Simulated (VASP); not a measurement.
Write the native input for VASP 6.6.1 that does the following.

- Task: relaxation of cell and atoms
- Functional: PBEsol
- Potentials or basis: VASP PAW PBE potentials, release 64 (Au)
- Cutoff: 500 eV
- k mesh: 11 × 11 × 11
- Occupations: gaussian, width 0.05 eV
- Spin: no spin polarisation
- Target pressure: 20 GPa
- Dipole correction: no
- Further INCAR settings: ALGO = Normal; EDIFF = 1e-07; IBRION = 2; EDIFFG = -0.03; NSW = 80; ISIF = 3

The structure of Au lies in POSCAR:

```
Au
1.0
   -1.6150000000      1.6150000000      1.6150000000
    1.6150000000     -1.6150000000      1.6150000000
    1.6150000000      1.6150000000     -1.6150000000
Au
1
Direct
    0.0000000000      0.0000000000      0.0000000000
```

This isn't the form of Au at room conditions, which is fcc.

The input as run:

INCAR

```
PREC     = Accurate       # precision mode
ENCUT    = 500            # plane-wave cutoff, eV
EDIFF    = 1E-7           # SCF threshold, eV
ISMEAR   = 0              # smearing method
SIGMA    = 0.05           # smearing width, eV
LREAL    = False          # projectors in reciprocal space
LASPH    = True           # aspherical terms in the spheres
NELM     = 120            # most SCF steps
ALGO     = Normal         # electronic algorithm
ISIF     = 3              # what is computed and relaxed
LWAVE    = False          # write WAVECAR
LCHARG   = False          # write CHGCAR
GGA      = PS             # functional
IBRION   = 2              # ionic algorithm
NSW      = 80             # ionic steps
EDIFFG   = -0.03          # ionic threshold
PSTRESS  = 200.0        
GGA_COMPAT= False        
NELMIN   = 4
```

KPOINTS

```
Automatic mesh
0
Gamma
  11 11 11
```

Potentials or basis: VASP PAW PBE potentials, release 64 (Au).

Run with:

```bash
$ cat potpaw_PBE.64/Au/POTCAR > POTCAR
$ mpirun -np 1 vasp_std > vasp.out
```

Results of the run:

```yaml
Relaxed_volume: 15.59 Å³/atom
Relaxed_cell: a = 2.726 Å, b = 2.726 Å, c = 2.726 Å, α = 109.47°, β = 109.47°, γ = 109.47°
Space_group_after_relaxing_to_0.1_Å: Im-3m (No. 229)
Energy_change_on_relaxing_the_run_minimises_the_enthalpy: +81.0 meV/atom
Ionic_steps: 5
Pressure_after_relaxing: 20.0 GPa
Band_gap_on_the_k_mesh: zero (an odd number of electrons rules out a gap without spin polarisation)
```

Caveat: the cell is relaxed towards a set pressure, so the run minimises the enthalpy, not the energy; the PAW data sets were made with another functional, which shifts forces and pressure a little; spin-orbit coupling is left out, which moves the levels of the heavy elements.

Wall time 14 s on 1 thread of AMD EPYC 9R45 96-Core Processor (Zen 5), with other jobs on the host, peak memory 0.11 GiB.
